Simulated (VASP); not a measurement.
Set up this calculation in VASP 6.6.1, as the native input.

| Quantity | Value |
| --- | --- |
| Task | single point |
| Functional | PBE |
| Potentials or basis | VASP PAW PBE potentials, release 64 (Ti_sv, Br) |
| Cutoff | 500 eV |
| k mesh | 6 × 6 × 4 |
| Occupations | gaussian, width 0.1 eV |
| Spin | collinear spin |
| Starting moments | [1.0, 1.0, 0.0, 0.0, 0.0] μB |
| Dipole correction | no |
| Further INCAR settings | ALGO = Normal; EDIFF = 1e-06; NBANDS = 34 |

The structure of Ti2Br3 lies in POSCAR:

```
Ti2Br3
1.0
    4.4079110686      0.0000000000      0.0000000000
   -2.2039555343      3.8173629630      0.0000000000
    0.0000000000      0.0000000000      6.8579936169
Ti Br
2 3
Direct
    0.3333333333      0.6666666667      0.2450000000
    0.6666666667      0.3333333333      0.7550000000
    0.0000000000      0.0000000000      0.0000000000
    0.3333333333      0.6666666667      0.6450000000
    0.6666666667      0.3333333333      0.3550000000
```

These files were run (other wordings do the same):

INCAR

```
PREC = Accurate
ENCUT = 500
EDIFF = 1E-6
ISMEAR = 0
SIGMA = 0.1
LREAL = F
LASPH = T
NELM = 200
ALGO = Normal
ISIF = 2
LWAVE = F
LCHARG = F
ISPIN = 2
MAGMOM = 1 1 0 0 0
LORBIT = 11
LMAXMIX = 4
GGA = PE
NBANDS = 34
GGA_COMPAT = F
```

KPOINTS

```
Automatic mesh
0
Gamma
  6 6 4
```

Potentials or basis: VASP PAW PBE potentials, release 64 (Ti_sv, Br).

The run is started by

```console
$ cat potpaw_PBE.64/Ti_sv/POTCAR potpaw_PBE.64/Br/POTCAR > POTCAR
$ mpirun -np 1 vasp_std > vasp.out
```

Results of the run:

- Pressure: 3.7 GPa
- Largest force: 0.547 eV/Å
- Band gap on the k mesh: zero (filled and empty bands overlap)
- Net moment: 4.98 μB per cell
- Site moments: Ti +1.87; Br -0.00, -0.03 (each value once) μB
- Valence electrons inside the program's atomic spheres: Ti 10.23; Br 4.87, 4.95 (each value once)

Caveat: the cell stands under pressure; semilocal functionals often make such compounds metallic where correlation or magnetic order opens a gap, which also shifts bond lengths.

Wall time 5.7 min on 1 thread of Intel Xeon 8259CL (shared host), peak memory 0.32 GiB.
